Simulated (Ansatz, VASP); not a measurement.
# MnGa3 in VASP and in Ansatz

The input INCAR:

```
SYSTEM = MnGa3
PREC = Accurate
ENCUT = 520
EDIFF = 1E-6
ISMEAR = 0
SIGMA = 0.1
LREAL = .FALSE.
LASPH = .TRUE.
NELM = 150
ALGO = Normal
ISIF = 2
LWAVE = .FALSE.
LCHARG = .TRUE.
ISPIN = 2
MAGMOM = 0 0 0 4
LORBIT = 11
LMAXMIX = 4
GGA = PS
LELF = .TRUE.
LVHAR = .TRUE.
NBANDS = 38
```

KPOINTS

```
regular mesh
0
G
  6 6 6
  0 0 0
```

POSCAR

```
MnGa3
1.0
    0.0000000000      3.0581257835      3.0581257835
    3.0581257835      0.0000000000      3.0581257835
    3.0581257835      3.0581257835      0.0000000000
Ga Mn
3 1
Direct
    0.2500000000      0.2500000000      0.2500000000
    0.7500000000      0.7500000000      0.7500000000
    0.5000000000      0.5000000000      0.5000000000
    0.0000000000      0.0000000000      0.0000000000
```

Input for Ansatz:

```yaml
crystal:
  lattice:
    - [0.0, 3.0581257835, 3.0581257835]
    - [3.0581257835, 0.0, 3.0581257835]
    - [3.0581257835, 3.0581257835, 0.0]
  atoms:
    - { symbol: Ga, position: [0.25, 0.25, 0.25] }
    - { symbol: Ga, position: [0.75, 0.75, 0.75] }
    - { symbol: Ga, position: [0.5, 0.5, 0.5] }
    - { symbol: Mn, position: [0.0, 0.0, 0.0], spin: 4.0 }
basis:
  ecutwfc: 420
kpoints:
  mp_grid: { grid: [6, 6, 6] }
hamiltonian:
  xc: pbesol
scf:
  occupations: { method: gaussian, width: 0.1 }
  lower_state_search: "off"
output:
  forces: true
  stress: true
  eigenvalues: true
  populations: true
magnetization:
  spin_polarized: true
```

Alike in both runs: task single point; functional PBEsol; k mesh 6 × 6 × 6; occupations gaussian, width 0.1 eV; collinear spin.

|  | VASP | Ansatz |
| --- | --- | --- |
| version | VASP 6.6.1 | Ansatz 0.2.0 |
| potentials or method | VASP PAW PBE potentials, release 64 (Ga_d, Mn_pv), cutoff 520 eV | scalar-relativistic, plane waves, PAW |
| valence electrons in the cell | 52 | 54 |

VASP gave:

| Quantity | Value |
| --- | --- |
| gap on the k mesh at the Fermi level (eV) | none |
| pressure (GPa) | 8.6 |
| net moment per atom (μB) | 0.77 |
| size of the moment on the site where the two differ most (μB) | 2.92 |

Task: What did Ansatz give for the same quantities?

Result: gap on the k mesh at the Fermi level (eV): none; pressure (GPa): 8.4; net moment per atom (μB): 0.76; size of the moment on the site where the two differ most (μB): 2.90.

VASP's potentials were made for PBE, not for PBEsol. Site moments also hang on the region over which each program counts them. A gap of «none» marks a metal or a gap that the smearing closes. VASP's potentials hold 52 valence electrons a cell and Ansatz's 54, so a difference there can come from the potentials and not from the codes.
